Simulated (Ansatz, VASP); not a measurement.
## Bi2Te3 in VASP and in Ansatz

```
CELL_PARAMETERS angstrom
2.30265 1.32944 10.16567
-2.30265 1.32944 10.16567
0.00000 -2.65887 10.16567
ATOMIC_POSITIONS crystal
Bi 0.40000 0.40000 0.40000
Bi 0.60000 0.60000 0.60000
Te 0.00000 0.00000 0.00000
Te 0.20950 0.20950 0.20950
Te 0.79050 0.79050 0.79050
```

Change from the starting cell: strain +0.050 along x and y, +0.000 along z, atoms carried along.

Alike in both runs: task single point; functional PBE; k mesh 12 × 12 × 12; occupations gaussian, width 0.03 eV; no spin polarisation.

|  | VASP | Ansatz |
| --- | --- | --- |
| version | VASP 6.6.1 | Ansatz 0.2.0 |
| potentials or method | VASP PAW PBE potentials, release 64 (Bi_d, Te), cutoff 520 eV | scalar-relativistic, plane waves, PAW |
| valence electrons in the cell | 48 | 78 |

VASP gave:

| Quantity | Value |
| --- | --- |
| gap on the k mesh at the Fermi level (eV) | 0.19 |
| least direct gap on the mesh (eV) | 0.19 |
| pressure (GPa) | -2.4 |
| traceless stress, the component that is largest in VASP (GPa) | 0.69 |
| rms of the force components (eV/Å) | 0.185 |

Question: Which values does Ansatz return?

Answer: gap on the k mesh at the Fermi level (eV): 0.20; least direct gap on the mesh (eV): 0.20; pressure (GPa): -2.4; traceless stress, the component that is largest in VASP (GPa): 0.69; rms of the force components (eV/Å): 0.188.

Atom by atom the forces differ by 0.003 eV/Å (rms over components). VASP's potentials hold 48 valence electrons a cell and Ansatz's 78, so a difference there can come from the potentials and not from the codes.

Spin-orbit coupling is off throughout.
